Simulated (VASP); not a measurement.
A run of VASP 6.6.1:

INCAR

```
SYSTEM = MnS
PREC = Accurate
ENCUT = 520
EDIFF = 1E-6
ISMEAR = 0
SIGMA = 0.05
LREAL = .FALSE.
LASPH = .TRUE.
NELM = 80
ALGO = Normal
ISIF = 2
LWAVE = .FALSE.
LCHARG = .TRUE.
GGA = PE
LELF = .TRUE.
LVHAR = .TRUE.
NBANDS = 16
```

The input KPOINTS:

```
regular mesh
0
G
  10 10 10
  0 0 0
```

The input POSCAR:

```
MnS
1.0
    0.0000000000      2.5215036690      2.5215036690
    2.5215036690      0.0000000000      2.5215036690
    2.5215036690      2.5215036690      0.0000000000
Mn S
1 1
Direct
    0.0000000000      0.0000000000      0.0000000000
    0.2500000000      0.2500000000      0.2500000000
```

Potentials or basis: VASP PAW PBE potentials, release 64 (Mn_pv, S).

The run is started by

```console
$ cat potpaw_PBE.64/Mn_pv/POTCAR potpaw_PBE.64/S/POTCAR > POTCAR
$ mpirun -np 1 vasp_std > vasp.out
```

Hardware: 1 thread of Intel(R) Xeon(R) Platinum 8259CL CPU @ 2.50GHz (Skylake/Cascade Lake) (shared host).

Q: How long does it take, and how much memory?

A: Wall time 23 s on 1 thread of Intel(R) Xeon(R) Platinum 8259CL CPU @ 2.50GHz (Skylake/Cascade Lake) (shared host), peak memory 0.16 GiB. Counts: scf iterations 13, k points 47.
